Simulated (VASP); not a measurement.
# Pb (Pm-3m) in VASP: single point with PBE

Aim: the single point of Pb with PBE.

Program: VASP 6.6.1. These are calculated values, not measurements. Logs are shortened: lines on timing, memory, paths and dates and some standing lists are left out, and cuts for length are marked.

## 1. The cell of the first run

Symmetry: Pm-3m, No. 221, cubic system. Conventional cell: a = 3.257 Å, b = 3.257 Å, c = 3.257 Å, α = 90.00°, β = 90.00°, γ = 90.00°. Within 4.3 Å of Pb (site symmetry m-3m) lie 6 Pb at 3.26 Å.

## 2. Single point, PBE

The input, INCAR:

```
SYSTEM = Pb
ALGO = Normal ; EDIFF = 1E-6
ENCUT = 520 ; GGA = PE
ISIF = 2 ; ISMEAR = -1
LASPH = .TRUE. ; LCHARG = .FALSE.
LREAL = .FALSE. ; LWAVE = .FALSE.
NBANDS = 13 ; NELM = 100
PREC = Accurate ; SIGMA = 0.13605693000000002
```

The input, KPOINTS:

```
k-points
0
G
  10 10 10
  0 0 0
```

The input, POSCAR:

```
Pb
1.0
    3.2570812070      0.0000000000      0.0000000000
    0.0000000000      3.2570812070      0.0000000000
    0.0000000000      0.0000000000      3.2570812070
Pb
1
Direct
    0.0000000000      0.0000000000      0.0000000000
```

Potentials or basis: VASP PAW PBE potentials, release 64 (Pb_d).

Launch:

```bash
cat potpaw_PBE.64/Pb_d/POTCAR > POTCAR
mpirun -np 1 vasp_std > vasp.out
```

OUTCAR:

```text
SYSTEM = Pb
   EDIFF = 1E-6
   ENCUT = 520
   GGA = PE
   ISIF = 2
   ISMEAR = -1
   LASPH = .TRUE.
   LREAL = .FALSE.
   NELM = 100
   PREC = Accurate

 ion  position               nearest neighbor table
   1  0.000  0.000  0.000-

  LATTYP: Found a simple cubic cell.
 ALAT       =     3.2570812070

  Lattice vectors:

 A1 = (   3.2570812070,   0.0000000000,   0.0000000000)
 A2 = (   0.0000000000,   3.2570812070,   0.0000000000)
 A3 = (   0.0000000000,   0.0000000000,   3.2570812070)

Analysis of symmetry for initial positions (statically):
=====================================================================
 Subroutine PRICEL returns:
 Original cell was already a primitive cell.

 Routine SETGRP: Setting up the symmetry group for a
 simple cubic supercell.

 Subroutine GETGRP returns: Found 48 space group operations
 (whereof 48 operations were pure point group operations)
 out of a pool of 48 trial point group operations.

The static configuration has the point symmetry O_h .

Analysis of symmetry for dynamics (positions and initial velocities):
=====================================================================
 Subroutine PRICEL returns:
 Original cell was already a primitive cell.

 Routine SETGRP: Setting up the symmetry group for a
 simple cubic supercell.

 Subroutine GETGRP returns: Found 48 space group operations
 (whereof 48 operations were pure point group operations)
 out of a pool of 48 trial point group operations.

The dynamic configuration has the point symmetry O_h .

 Subroutine INISYM returns: Found 48 space group operations
 (whereof 48 operations are pure point group operations),
 and found     1 'primitive' translations

----------------------------------------------------------------------------------------

                                     Primitive cell

  volume of cell :      34.5530

  direct lattice vectors                    reciprocal lattice vectors
     3.257081207  0.000000000  0.000000000     0.307023355  0.000000000  0.000000000
     0.000000000  3.257081207  0.000000000     0.000000000  0.307023355  0.000000000
     0.000000000  0.000000000  3.257081207     0.000000000  0.000000000  0.307023355

  length of vectors
     3.257081207  3.257081207  3.257081207     0.307023355  0.307023355  0.307023355

  position of ions in fractional coordinates (direct lattice)
     0.000000000  0.000000000  0.000000000

  ion indices of the primitive-cell ions
   primitive index   ion index
                 1           1

----------------------------------------------------------------------------------------

 KPOINTS: k-points

Automatic generation of k-mesh.
 Grid dimensions read from file:
 generate k-points for:   10   10   10

 Generating k-lattice:

  Cartesian coordinates                     Fractional coordinates (reciprocal lattice)
     0.030702336  0.000000000  0.000000000     0.100000000  0.000000000  0.000000000
     0.000000000  0.030702336  0.000000000     0.000000000  0.100000000  0.000000000
     0.000000000  0.000000000  0.030702336     0.000000000  0.000000000  0.100000000

  Length of vectors
     0.030702336  0.030702336  0.030702336

  Shift w.r.t. Gamma in fractional coordinates (k-lattice)
     0.000000000  0.000000000  0.000000000

 Subroutine IBZKPT returns following result:
 ===========================================

 Found     56 irreducible k-points:

 Following reciprocal coordinates:
            Coordinates               Weight
  0.000000  0.000000  0.000000      1.000000
  0.100000  0.000000  0.000000      6.000000
  0.200000  0.000000  0.000000      6.000000
  0.300000  0.000000  0.000000      6.000000
  0.400000  0.000000  0.000000      6.000000
  0.500000  0.000000  0.000000      3.000000
[... 16 lines left out ...]
  0.200000  0.100000  0.100000     24.000000
  0.300000  0.100000  0.100000     24.000000
 [... further k-points ...]
   k-points           NKPTS =     56   k-points in BZ     NKDIM =     56   number of bands    NBANDS=     13
   number of dos      NEDOS =    301   number of ions     NIONS =      1
   total plane-waves  NPLWV =  13824
   dimension x,y,z NGX =    24 NGY =   24 NGZ =   24
   dimension x,y,z NGXF=    48 NGYF=   48 NGZF=   48
   ions per type =               1
   NGX,Y,Z   is equivalent  to a cutoff of  12.25, 12.25, 12.25 a.u.
   NGXF,Y,Z  is equivalent  to a cutoff of  24.50, 24.50, 24.50 a.u.
 SYSTEM =  Pb
   PREC   = accura    normal or accurate (medium, high low for compatibility)
   ISTART =      0    job   : 0-new  1-cont  2-samecut
   ICHARG =      2    charge: 1-file 2-atom 10-const
   ISPIN  =      1    spin polarized calculation?
   LNONCOLLINEAR =      F non collinear calculations
   LSORBIT =      F    spin-orbit coupling
   LASPH  =      T    aspherical Exc in radial PAW
   ENCUT  =  520.0 eV  38.22 Ry    6.18 a.u.   6.06  6.06  6.06*2*pi/ulx,y,z
   NELM   =    100;   NELMIN=  2; NELMDL= -5     # of ELM steps
   EDIFF  = 0.1E-05   stopping-criterion for ELM
   LREAL  =      F    real-space projection
   EDIFFG = 0.1E-04   stopping-criterion for IOM
   NSW    =      0    number of steps for IOM
   IBRION =     -1    ionic relax: 0-MD 1-quasi-New 2-CG
   NFREE  =      0    steps in history (QN), initial steepest desc. (CG)
   ISIF   =      2    stress and relaxation
   ISYM   =      2    0-nonsym 1-usesym 2-fastsym
   POTIM  = 0.5000    time-step for ionic-motion
   TEBEG  =    0.0;   TEEND  =   0.0 temperature during run
   PSTRESS=    0.0 pullay stress
   NELECT =      14.0000    total number of electrons
   NUPDOWN=      -1.0000    fix difference up-down
   EMIN   =  10.00;   EMAX   =-10.00  energy-range for DOS
   EFERMI =   0.00;   METHOD = LEGACY
   ISMEAR =    -1;   SIGMA  =   0.14  broadening in eV -4-tet -1-fermi 0-gaus
   EFERMI_NEDOS =   21; number of points for ismear=-14 and -15
   IALGO  =     38    algorithm
   IMIX   =      4    mixing-type and parameters
     AMIX     =   0.40;   BMIX     =  1.00
     AMIX_MAG =   1.60;   BMIX_MAG =  1.00
  volume/ion in A,a.u.               =      34.55       233.18
  Fermi-wavevector in a.u.,A,eV,Ry     =   1.211404  2.289221 19.966537  1.467499
  Thomas-Fermi vector in A             =   2.346920
   LORBIT       =      0    0 simple, 1 ext, 2 COOP (PROOUT), +10 PAW based schemes
   GGA     = PE    functional components
   LHFCALC =     F    Hartree Fock is set to
   AEXX    =    0.0000 exact exchange contribution
   IVDW    =     0    specifies the selected vdW correction
   LEPSILON=     F    determine dielectric tensor
   LRPA    =     F    only Hartree local field effects (RPA)
 non-spin polarized calculation
  energy-cutoff  :      520.00
  volume of cell :       34.55
 maximum number of plane-waves:       952
   NGX = 13   NGY = 13   NGZ = 13

 number of electron      14.0000002 magnetization

 Free energy of the ion-electron system (eV)
  ---------------------------------------------------
  ext. energy  EPLUGINS =         0.00000000
  ---------------------------------------------------
  free energy    TOTEN  =        -3.40399078 eV

  energy without entropy =       -3.36570131  energy(sigma->0) =       -3.38484604

 E-fermi :   5.6563     XC(G=0):  -9.4685

 val. band max:        5.6298426873   @ k =   0.3000   0.3000   0.1000
 cond. band min:       5.6603444528   @ k =   0.5000   0.5000   0.4000
 fundamental gap:      0.0305017655
 Fermi energy:         5.6563220367

 k-point     1 :       0.0000    0.0000    0.0000
  band No.  band energies     occupation
      1     -11.5055      2.00000
      2     -11.5055      2.00000
      3     -10.9687      2.00000
      4     -10.9687      2.00000
      5     -10.9687      2.00000
      6      -5.3961      2.00000
      7      10.5060      0.00000
      8      10.5060      0.00000
      9      10.5060      0.00000
     10      13.3187      0.00000
     11      14.8390      0.00000
     12      14.8390      0.00000
     13      23.5171      0.00000

 k-point     2 :       0.1000    0.0000    0.0000
  band No.  band energies     occupation
      1     -11.5029      2.00000
      2     -11.4665      2.00000
      3     -10.9826      2.00000
      4     -10.9826      2.00000
      5     -10.9675      2.00000
      6      -5.2601      2.00000
      7       8.9037      0.00000
      8      10.6632      0.00000
      9      10.6632      0.00000
     10      13.8257      0.00000
     11      14.9215      0.00000
     12      16.2468      0.00000
     13      22.6413      0.00000

 k-point     3 :       0.2000    0.0000    0.0000
  band No.  band energies     occupation
      1     -11.4959      2.00000
      2     -11.3653      2.00000
      3     -11.0187      2.00000
      4     -11.0187      2.00000
      5     -10.9645      2.00000
      6      -4.8564      2.00000
      7       6.4965      0.00415
      8      11.1093      0.00000
      9      11.1093      0.00000
     10      14.2395      0.00000
     11      15.1706      0.00000
     12      19.1811      0.00000
     13      21.0958      0.00000

 k-point     4 :       0.3000    0.0000    0.0000
  band No.  band energies     occupation
      1     -11.4872      2.00000
      2     -11.2419      2.00000
      3     -11.0630      2.00000
      4     -11.0630      2.00000
      5     -10.9608      2.00000
      6      -4.2172      2.00000
      7       4.2838      1.99992
      8      11.7563      0.00000
      9      11.7563      0.00000
     10      14.7826      0.00000
     11      15.5882      0.00000
     12      19.6175      0.00000
     13      19.9030      0.00000

 k-point     5 :       0.4000    0.0000    0.0000
  band No.  band energies     occupation
      1     -11.4802      2.00000
      2     -11.1439      2.00000
      3     -11.0985      2.00000
      4     -11.0985      2.00000
      5     -10.9578      2.00000
      6      -3.4852      2.00000
      7       2.5678      2.00000
      8      12.4085      0.00000
      9      12.4085      0.00000
     10      15.5314      0.00000
     11      16.1555      0.00000
     12      18.1848      0.00000
     13      18.3860      0.00000

 k-point     6 :       0.5000    0.0000    0.0000
  band No.  band energies     occupation
      1     -11.4774      2.00000
      2     -11.1119      2.00000
      3     -11.1119      2.00000
      4     -11.1069      2.00000
      5     -10.9566      2.00000
      6      -3.1000      2.00000
      7       1.8486      2.00000
      8      12.7094      0.00000
      9      12.7094      0.00000
     10      16.2193      0.00000
     11      16.5959      0.00000
     12      17.1697      0.00000
     13      17.7208      0.00000

 k-point     7 :       0.1000    0.1000    0.0000
  band No.  band energies     occupation
      1     -11.4824      2.00000
      2     -11.4450      2.00000
      3     -10.9971      2.00000
      4     -10.9820      2.00000
      5     -10.9808      2.00000
      6      -5.1245      2.00000
      7       8.9349      0.00000
      8       9.1836      0.00000
      9      10.8212      0.00000
     10      14.3731      0.00000
     11      16.0878      0.00000
     12      16.5079      0.00000
     13      21.4231      0.00000
[... 193 lines left out ...]
 k-point    20 :       0.5000    0.4000    0.0000
  band No.  band energies     occupation
      1     -11.3012      2.00000
      2     -11.2945      2.00000
      3     -11.0964      2.00000
      4     -11.0818      2.00000
      5     -10.8332      2.00000
      6      -1.2584      2.00000
      7       3.6362      2.00000
      8       4.6877      1.99838
      9       9.7300      0.00000
     10      14.7807      0.00000
     11      18.1426      0.00000
     12      18.2762      0.00000
     13      20.2842      0.00000

 k-point    21 :       0.5000    0.5000    0.0000
  band No.  band energies     occupation
      1     -11.3132      2.00000
      2     -11.2919      2.00000
      3     -11.0948      2.00000
      4     -11.0948      2.00000
      5     -10.7951      2.00000
      6      -0.8710      2.00000
      7       3.9342      1.99999
      8       3.9342      1.99999
      9       9.1920      0.00000
     10      15.1035      0.00000
     11      18.4538      0.00000
     12      18.4538      0.00000
     13      20.8132      0.00000

 k-point    22 :       0.1000    0.1000    0.1000
  band No.  band energies     occupation
      1     -11.4424      2.00000
      2     -11.4424      2.00000
      3     -10.9973      2.00000
      4     -10.9951      2.00000
      5     -10.9951      2.00000
      6      -4.9893      2.00000
      7       8.9755      0.00000
      8       9.3335      0.00000
      9       9.3335      0.00000
     10      15.7621      0.00000
     11      16.5841      0.00000
     12      16.5841      0.00000
     13      21.3290      0.00000

 k-point    23 :       0.2000    0.1000    0.1000
  band No.  band energies     occupation
      1     -11.4357      2.00000
      2     -11.3384      2.00000
      3     -11.0345      2.00000
      4     -11.0323      2.00000
      5     -10.9924      2.00000
      6      -4.5880      2.00000
      7       6.7852      0.00050
      8       9.5369      0.00000
      9       9.7630      0.00000
     10      16.2645      0.00000
     11      16.7560      0.00000
     12      18.9959      0.00000
     13      19.6098      0.00000

 k-point    24 :       0.3000    0.1000    0.1000
  band No.  band energies     occupation
      1     -11.4273      2.00000
      2     -11.2114      2.00000
      3     -11.0806      2.00000
      4     -11.0779      2.00000
      5     -10.9884      2.00000
      6      -3.9529      2.00000
      7       4.5717      1.99931
      8      10.1851      0.00000
      9      10.4025      0.00000
     10      16.2358      0.00000
     11      16.6361      0.00000
     12      18.3968      0.00000
     13      18.5827      0.00000

 [... further k-points ...]
[... 5 lines left out ...]
  --------------------------------------------------------------------------------------
  -------------------------------------------------------------------------------------
  Total       -0.0405675     -0.0405675     -0.0405675      0.0000000     -0.0000000     -0.0000000
  in kB       -1.8810615     -1.8810615     -1.8810615      0.0000000     -0.0000000     -0.0000000
  external PRESSURE =      -1.8810615 kB  Pullay stress =       0.0000000 kB

 VOLUME and BASIS-vectors are now :
 -----------------------------------------------------------------------------
  energy-cutoff  :      520.00
  volume of cell :       34.55
      direct lattice vectors                 reciprocal lattice vectors
     3.257081207  0.000000000  0.000000000     0.307023355  0.000000000  0.000000000
     0.000000000  3.257081207  0.000000000     0.000000000  0.307023355  0.000000000
     0.000000000  0.000000000  3.257081207     0.000000000  0.000000000  0.307023355

 POSITION                                       TOTAL-FORCE (eV/Angst)
 -----------------------------------------------------------------------------------
      0.00000      0.00000      0.00000         0.000000      0.000000      0.000000
 -----------------------------------------------------------------------------------
    total drift:                                0.000000     -0.000000      0.000000

  FREE ENERGIE OF THE ION-ELECTRON SYSTEM (eV)
  ---------------------------------------------------
  free  energy   TOTEN  =        -3.4039907753 eV

  energy  without entropy=       -3.3657013109  energy(sigma->0) =       -3.38484604
```

Wall time 8.2 s (1 thread of AMD EPYC 9R45 (Zen 5), shared host); peak memory 0.12 GiB.

Results:

```yaml
Free_energy: -3.4040 eV
Pressure: -0.2 GPa
Band_gap_on_the_k_mesh: zero (band 7 reaches 10.51 eV, above the bottom of band 8 at 3.93 eV)
```

Caveat: spin-orbit coupling is left out, which moves the levels of the heavy elements.
